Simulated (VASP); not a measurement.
A run of VASP 6.6.1:

The input INCAR:

```
SYSTEM = CuB3Os
ALGO = Normal
EDIFF = 1E-6
ENCUT = 520
GGA = PE
ISIF = 2
ISMEAR = 0
LASPH = .True.
LCHARG = .False.
LREAL = .False.
LWAVE = .False.
NBANDS = 39
NELM = 80
PREC = Accurate
SIGMA = 0.1
```

File KPOINTS:

```
k-points
0
Gamma
  6 6 6
  0 0 0
```

POSCAR

```
CuB3Os
1.0
    2.3438552011      1.3532254313      3.8189680516
   -2.3438552011      1.3532254313      3.8189680516
    0.0000000000     -2.7064508626      3.8189680516
Cu B Os
2 6 2
Direct
    0.5000000000      0.5000000000      0.5000000000
    0.0000000000      0.0000000000      0.0000000000
    0.2250000000      0.2750000000      0.7500000000
    0.2750000000      0.7500000000      0.2250000000
    0.7750000000      0.7250000000      0.2500000000
    0.2500000000      0.7750000000      0.7250000000
    0.7250000000      0.2500000000      0.7750000000
    0.7500000000      0.2250000000      0.2750000000
    0.7500000000      0.7500000000      0.7500000000
    0.2500000000      0.2500000000      0.2500000000
```

Potentials or basis: VASP PAW PBE potentials, release 64 (Cu, B, Os).

Command:

```sh
$ cat potpaw_PBE.64/Cu/POTCAR potpaw_PBE.64/B/POTCAR potpaw_PBE.64/Os/POTCAR > POTCAR
$ mpirun -np 1 vasp_std > vasp.out
```

Hardware: 1 thread of Intel(R) Xeon(R) Platinum 8488C (Sapphire Rapids), with other jobs on the host.

Task: Estimate the wall time of this run.

Result: Run time: 100 s on 1 thread of Intel(R) Xeon(R) Platinum 8488C (Sapphire Rapids) (shared host), peak memory 0.25 GiB. Counts: scf iterations 15, k points 32.
